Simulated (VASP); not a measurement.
# Ru5C in VASP: notebook

Runs on Ru5C. Level: LDA. Tasks: single point.

Program: VASP 6.6.1. These are calculated values, not measurements. Logs are shortened: lines on timing, memory, paths and dates and some standing lists are left out, and cuts for length are marked.

## Step 1: The cell of the first run

The cell holds a slab with vacuum, 6 atoms: a = 2.674 Å, b = 2.674 Å, c = 25.400 Å, α = 90.00°, β = 90.00°, γ = 120.00°.

## Step 2: Single point, LDA, collinear spin

INCAR

```
SYSTEM = Ru5C
PREC = Accurate
ENCUT = 520
EDIFF = 1E-6
ISMEAR = 0
SIGMA = 0.1
LREAL = .False.
LASPH = .True.
NELM = 150
ALGO = Normal
ISIF = 2
LWAVE = .False.
LCHARG = .False.
ISPIN = 2
MAGMOM = 0 0 0 0 0 2
LORBIT = 11
LMAXMIX = 4
LDIPOL = .True.
IDIPOL = 3
DIPOL = 0.5 0.5 0.367
GGA = CA
NBANDS = 50
KPAR = 4
```

KPOINTS

```
Automatic mesh
0
Gamma
  12 12 1
  0 0 0
```

POSCAR

```
Ru5C
1.0
    2.6740588505      0.0000000000      0.0000000000
   -1.3370294253      2.3158028958      0.0000000000
    0.0000000000      0.0000000000     25.3999246690
Ru C
5 1
Direct
    0.6666666667      0.3333333333      0.1574807820
    0.3333333333      0.6666666667      0.2406849853
    0.6666666667      0.3333333333      0.3240221034
    0.3333333333      0.6666666667      0.4078536871
    0.6666666667      0.3333333333      0.4881874585
    1.1666666667      0.3333333333      0.5814948218
```

Potentials or basis: VASP PAW LDA potentials, release 64 (Ru_pv, C).

The run is started by

```console
$ cat potpaw_LDA.64/Ru_pv/POTCAR potpaw_LDA.64/C/POTCAR > POTCAR
$ mpirun -np 4 vasp_std > vasp.out
```

OUTCAR:

```text
SYSTEM = Ru5C
   PREC = Accurate
   ENCUT = 520
   EDIFF = 1E-6
   ISMEAR = 0
   LREAL = .False.
   LASPH = .True.
   NELM = 150
   ISIF = 2
   ISPIN = 2
   LORBIT = 11
   GGA = CA

 ion  position               nearest neighbor table
   1  0.667  0.333  0.157-   2 2.62   2 2.62   2 2.62
   2  0.333  0.667  0.241-   1 2.62   1 2.62   1 2.62   3 2.62   3 2.62   3 2.62
   3  0.667  0.333  0.324-   2 2.62   2 2.62   2 2.62   4 2.63   4 2.63   4 2.63
   4  0.333  0.667  0.408-   5 2.56   5 2.56   5 2.56   3 2.63   3 2.63   3 2.63
   5  0.667  0.333  0.488-   4 2.56   4 2.56   4 2.56
   6  0.167  0.333  0.581-

  LATTYP: Found a hexagonal cell.
 ALAT       =     2.6740588505
 C/A-ratio  =     9.4986408636

  Lattice vectors:

 A1 = (   2.6740588505,   0.0000000000,   0.0000000000)
 A2 = (  -1.3370294253,   2.3158028958,   0.0000000000)
 A3 = (   0.0000000000,   0.0000000000,  25.3999246690)

Analysis of symmetry for initial positions (statically):
=====================================================================
 Subroutine PRICEL returns:
 Original cell was already a primitive cell.

 Routine SETGRP: Setting up the symmetry group for a
 hexagonal supercell.

 Subroutine GETGRP returns: Found  2 space group operations
 (whereof  2 operations were pure point group operations)
 out of a pool of 24 trial point group operations.

The static configuration has the point symmetry C_1h.

Analysis of symmetry for dynamics (positions and initial velocities):
=====================================================================
 Subroutine PRICEL returns:
 Original cell was already a primitive cell.

 Routine SETGRP: Setting up the symmetry group for a
 hexagonal supercell.

 Subroutine GETGRP returns: Found  2 space group operations
 (whereof  2 operations were pure point group operations)
 out of a pool of 24 trial point group operations.

The dynamic configuration has the point symmetry C_1h.

Analysis of structural, dynamic, and magnetic symmetry:
=====================================================================
 Subroutine PRICEL returns:
 Original cell was already a primitive cell.

 Routine SETGRP: Setting up the symmetry group for a
 hexagonal supercell.

 Subroutine GETGRP returns: Found  2 space group operations
 (whereof  2 operations were pure point group operations)
 out of a pool of 24 trial point group operations.

The overall configuration has the point symmetry C_1h.

 Subroutine INISYM returns: Found  2 space group operations
 (whereof  2 operations are pure point group operations),
 and found     1 'primitive' translations

----------------------------------------------------------------------------------------
[... 151 lines left out ...]
  free energy    TOTEN  =       -56.04208407 eV

  energy without entropy =      -56.00754933  energy(sigma->0) =      -56.02481670

 E-fermi :   2.6955     XC(G=0):  -7.7025

 val. band max:        2.6918060452   @ k =   0.0000   0.1667   0.0000
 cond. band min:       2.6982685959   @ k =  -0.3333   0.1667   0.0000
 fundamental gap:      0.0064625507
 Fermi energy:         2.6954907375

 spin component 1

 k-point     1 :       0.0000    0.0000    0.0000
  band No.  band energies     occupation
      1     -40.9002      1.00000
      2     -40.6245      1.00000
      3     -40.1649      1.00000
      4     -39.9302      1.00000
      5     -39.9246      1.00000
      6     -39.8941      1.00000
[... 1237 lines left out ...]
     48       7.6491      0.00000
     49       9.6921      0.00000

 [... further k-points ...]

 spin component 2

 k-point     1 :       0.0000    0.0000    0.0000
  band No.  band energies     occupation
      1     -40.9002      1.00000
      2     -40.6245      1.00000
      3     -40.1649      1.00000
      4     -39.9302      1.00000
      5     -39.9246      1.00000
      6     -39.8941      1.00000
[... 1237 lines left out ...]
     48       7.6491      0.00000
     49       9.6920      0.00000

 [... further k-points ...]

 [bands above 49 left out]

------------------------ aborting loop because EDIFF is reached ----------------------------------------

 vacuum level on the upper side and lower side of the slab       (xc-potential included)         0.438        -0.656

  FORCE on cell =-STRESS in cart. coord.  units (eV):
  Direction    XX          YY          ZZ          XY          YZ          ZX
  --------------------------------------------------------------------------------------
  -------------------------------------------------------------------------------------
  Total       -6.4492118     -5.5127036     -6.6154186      0.0000000     -0.3228688      0.0000000
  in kB      -65.6919635    -56.1526484    -67.3849529      0.0000000     -3.2887558      0.0000000
  external PRESSURE =     -63.0765216 kB  Pullay stress =       0.0000000 kB

 VOLUME and BASIS-vectors are now :
 -----------------------------------------------------------------------------
  energy-cutoff  :      520.00
  volume of cell :      157.29
      direct lattice vectors                 reciprocal lattice vectors
     2.674058850  0.000000000  0.000000000     0.373963348  0.215907840  0.000000000
    -1.337029425  2.315802896  0.000000000     0.000000000  0.431815679  0.000000000
     0.000000000  0.000000000 25.399924669     0.000000000  0.000000000  0.039370196

 POSITION                                       TOTAL-FORCE (eV/Angst)
 -----------------------------------------------------------------------------------
      1.33703      0.77193      4.00000        -0.000000      0.009915      0.802919
     -0.00000      1.54387      6.11338         0.000000     -0.005041     -0.836183
      1.33703      0.77193      8.23014        -0.000000      0.022822      0.019391
     -0.00000      1.54387     10.35945        -0.000000      0.055505     -0.071708
      1.33703      0.77193     12.39992         0.000000     -0.056705      2.249349
      0.00000      0.77193     14.76992         0.000000     -0.026497     -2.163767
 -----------------------------------------------------------------------------------
    total drift:                               -0.000000     -0.000052      0.000250

  FREE ENERGIE OF THE ION-ELECTRON SYSTEM (eV)
  ---------------------------------------------------
  free  energy   TOTEN  =       -56.0420840677 eV

  energy  without entropy=      -56.0075493331  energy(sigma->0) =      -56.02481670

 vacuum level on the upper side and lower side of the slab         9.230         8.044

 total charge

# of ion       s       p       d       tot
------------------------------------------
    1        0.402   6.230   5.958  12.590
    2        0.419   6.337   5.975  12.731
    3        0.421   6.338   5.987  12.746
    4        0.425   6.353   5.997  12.775
    5        0.393   6.270   5.953  12.615
    6        1.043   0.889   0.000   1.932
--------------------------------------------------
tot          3.103  32.416  29.870  65.389

 magnetization (x)

# of ion       s       p       d       tot
------------------------------------------
    1       -0.000  -0.000  -0.000  -0.000
    2        0.000  -0.000  -0.000  -0.000
    3       -0.000  -0.000   0.000   0.000
    4       -0.000  -0.000  -0.000  -0.000
    5        0.000  -0.000   0.000   0.000
    6       -0.000  -0.000   0.000  -0.000
--------------------------------------------------
tot         -0.000  -0.000  -0.000  -0.000
```

It took 8.3 min on 4 MPI ranks of AMD EPYC 7R43 (Zen 3), shared host; peak memory 0.51 GiB.

What came out:

| Quantity | Value |
| --- | --- |
| Free energy | -56.0421 eV |
| Largest force | 2.250 eV/Å |
| Band gap on the k mesh | zero (filled and empty bands overlap) |
| Net moment | 0.00 μB per cell |
| Valence electrons inside the program's atomic spheres | Ru 12.59, 12.73, 12.75, 12.78, 12.62; C 1.93 |

Forces in eV/Å, atoms in the order of the input:
```
Ru   0.000  0.010  0.803
Ru   0.000 -0.005 -0.836
Ru   0.000  0.023  0.019
Ru   0.000  0.056 -0.072
Ru   0.000 -0.057  2.249
C    0.000 -0.026 -2.164
```

Levels at points of the mesh, in eV from the Fermi level:
Spin up:
```tsv
k point	band 33	band 34	band 35	band 36	band 37	band 38	band 39	band 40	band 41	band 42
(0.00, 0.00, 0.00)	-2.04	-2.04	-1.93	-1.07	-1.07	-0.53	-0.26	-0.24	0.60	0.63
(0.50, 0.00, 0.00)	-0.76	0.27	0.59	1.01	1.50	1.54	1.66	1.76	1.82	2.00
(0.00, 0.50, 0.00)	-0.75	0.30	0.52	0.97	1.48	1.53	1.53	1.67	1.82	1.99
```
Spin down:
```csv
k point,band 35,band 36,band 37,band 38,band 39,band 40
"(0.00, 0.00, 0.00)",-1.93,-1.07,-1.07,-0.53,-0.26,-0.24
"(0.50, 0.00, 0.00)",0.59,1.01,1.50,1.54,1.66,1.76
"(0.00, 0.50, 0.00)",0.52,0.97,1.48,1.53,1.53,1.67
```

## Step 3: Single point, LDA, collinear spin

INCAR

```
PREC = Accurate
ENCUT = 520
EDIFF = 1E-7
ISMEAR = 0
SIGMA = 0.1
LREAL = F
LASPH = T
NELM = 150
ALGO = Normal
ISIF = 2
LWAVE = F
LCHARG = F
ISPIN = 2
MAGMOM = 0 0 0 0 0 2
LORBIT = 11
LMAXMIX = 4
LDIPOL = T
IDIPOL = 3
DIPOL = 0.5 0.5 0.373
GGA = CA
NBANDS = 50
KPAR = 4
```

KPOINTS

```
regular mesh
0
Gamma
  12 12 1
```

POSCAR: that of step 2 with these lines changed.

```diff
@@ -13,2 +13,2 @@
     0.6666666667      0.3333333333      0.4881874585
-    1.1666666667      0.3333333333      0.5814948218
+    1.1666666667      0.3333333333      0.6169279977
```

Potentials or basis: VASP PAW LDA potentials, release 64 (Ru_pv, C).

The run is started by

```console
$ cat potpaw_LDA.64/Ru_pv/POTCAR potpaw_LDA.64/C/POTCAR > POTCAR
$ mpirun -np 4 vasp_std > vasp.out
```

Run time: 16 min. Hardware: 4 MPI ranks of Oxide Virtual Turin-like, shared host; peak memory 0.54 GiB.

It converged, with:

```yaml
Free_energy: -54.7319 eV
Largest_force: 0.796 eV/Å
Net_moment: 0.19 μB per cell
Site_moments: Ru +0.00, -0.00, +0.01 (each value once); C +0.09 μB
Valence_electrons_inside_the_program's_atomic_spheres: Ru 12.59, 12.73, 12.75, 12.77, 12.62; C 1.91
```

Forces on the atoms (eV/Å):
```
Ru   0.000  0.000  0.752
Ru   0.000  0.003 -0.796
Ru   0.000  0.002 -0.060
Ru   0.000  0.007  0.276
Ru   0.000 -0.002  0.617
C    0.000 -0.010 -0.788
```

Levels at points of the mesh, in eV from the Fermi level:
Spin up:
| k point | band 35 | band 36 | band 37 | band 38 | band 39 | band 40 |
| --- | --- | --- | --- | --- | --- | --- |
| (0.00, 0.00, 0.00) | -1.97 | -1.07 | -1.07 | -0.84 | -0.23 | -0.23 |
| (0.50, 0.00, 0.00) | 0.59 | 0.87 | 1.14 | 1.49 | 1.55 | 1.67 |
| (0.00, 0.50, 0.00) | 0.59 | 0.83 | 1.14 | 1.49 | 1.55 | 1.67 |
Spin down:
```csv
k point,band 34,band 35,band 36,band 37,band 38,band 39,band 40,band 41
"(0.00, 0.00, 0.00)",-2.04,-1.91,-1.07,-1.07,-0.79,-0.23,-0.23,0.63
"(0.50, 0.00, 0.00)",0.56,0.60,0.91,1.22,1.49,1.55,1.67,1.80
"(0.00, 0.50, 0.00)",0.57,0.59,0.87,1.21,1.49,1.55,1.67,1.80
```
